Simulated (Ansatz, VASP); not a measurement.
## Two plane-wave programs on Cl

File POSCAR:

```
Cl
1.0
    3.1450000000     -2.2500000000      0.0000000000
    3.1450000000      2.2500000000      0.0000000000
    0.0000000000      0.0000000000      8.2100000000
Cl
4
Direct
    0.3700000000      0.6300000000      0.4000000000
    0.1300000000      0.8700000000      0.9000000000
    0.6300000000      0.3700000000      0.6000000000
    0.8700000000      0.1300000000      0.1000000000
```

INCAR.step1

```
PREC = Accurate
ENCUT = 520
EDIFF = 1E-5
ISMEAR = -1
SIGMA = 0.05
LREAL = F
LASPH = T
NELM = 80
ALGO = Normal
ISIF = 2
LWAVE = T
GGA = PE
NBANDS = 22
```

File INCAR.step2:

```
PREC = Accurate
ENCUT = 520
EDIFF = 1E-6
ISMEAR = -1
SIGMA = 0.05
LREAL = F
LASPH = T
NELM = 80
ALGO = Normal
ISIF = 2
LWAVE = F
LCHARG = T
GGA = PE
LHFCALC = T
AEXX = 0.25
HFSCREEN = 0.3
PRECFOCK = Normal
LELF = T
LVHAR = T
ISTART = 1
NBANDS = 22
```

File KPOINTS:

```
regular mesh
0
Gamma
  4 4 2
```

File input.yaml:

```yaml
crystal:
  lattice:
    - [3.145, -2.25, 0.0]
    - [3.145, 2.25, 0.0]
    - [0.0, 0.0, 8.21]
  atoms:
    - { symbol: Cl, position: [0.37, 0.63, 0.4] }
    - { symbol: Cl, position: [0.13, 0.87, 0.9] }
    - { symbol: Cl, position: [0.63, 0.37, 0.6] }
    - { symbol: Cl, position: [0.87, 0.13, 0.1] }
hamiltonian:
  xc: { exchange: pbe, correlation: pbe, exx: { coeff: 0.25, omega: 0.3 } }
  pseudopotentials: { kind: paw }
kpoints:
  mp_grid: { grid: [4, 4, 2] }
  band_path:
    path:
      - [[0.0, 0.0, 0.0], [0.3779569104, -0.3779569104, 0.0], [0.0, -0.5, 0.0], [0.0, -0.5, -0.5], [0.3779569104, -0.3779569104, -0.5], [0.0, 0.0, -0.5], [0.0, 0.0, 0.0], [-0.5, -0.5, 0.0], [-0.3779569104, -0.6220430896, 0.0], [-0.3779569104, -0.6220430896, -0.5], [-0.5, -0.5, -0.5], [-0.5, -0.5, 0.0]]
      - [[0.0, 0.0, -0.5], [-0.5, -0.5, -0.5]]
    npoints: 4
scf:
  occupations: { method: fermi_dirac, width: 0.05 }
  n_extra_bands: 10
output:
  forces: true
  stress: true
  eigenvalues: true
  fatbands: false
```

Alike in both runs: functional PBE-based screened hybrid with a share of 0.25 of exact exchange and HFSCREEN = 0.3; k mesh 4 × 4 × 2; occupations fermi-dirac, width 0.05 eV; no spin polarisation.

```csv
,VASP,Ansatz
version,VASP 6.6.1,Ansatz 0.2.0
potentials or method,"VASP PAW PBE potentials, release 64 (Cl)",Ansatz PAW
plane-wave cutoff (eV),520,420
valence electrons in the cell,28,28
task,single point,band structure
```

|  | VASP | Ansatz | Ansatz less VASP |
| --- | --- | --- | --- |
| gap on the k mesh at the Fermi level (eV) | 3.87 | 3.83 | -0.041 |
| least direct gap on the mesh (eV) | 3.96 | 3.91 | -0.042 |
| pressure (GPa) | -0.8 | -0.4 | +0.47 |
| traceless stress, the component that is largest in VASP (GPa) | 1.83 | 1.42 | -0.413 |
| rms of the force components (eV/Å) | 0.461 | 0.329 | -0.1323 |

VASP's potentials were made for PBE, not for PBE-based screened hybrid. Atom by atom the forces differ by 0.133 eV/Å (rms over components). With one functional, cell and mesh, what is left measures potentials, basis and numerics.

The k mesh is coarse, so the values compare programs but aren't converged.
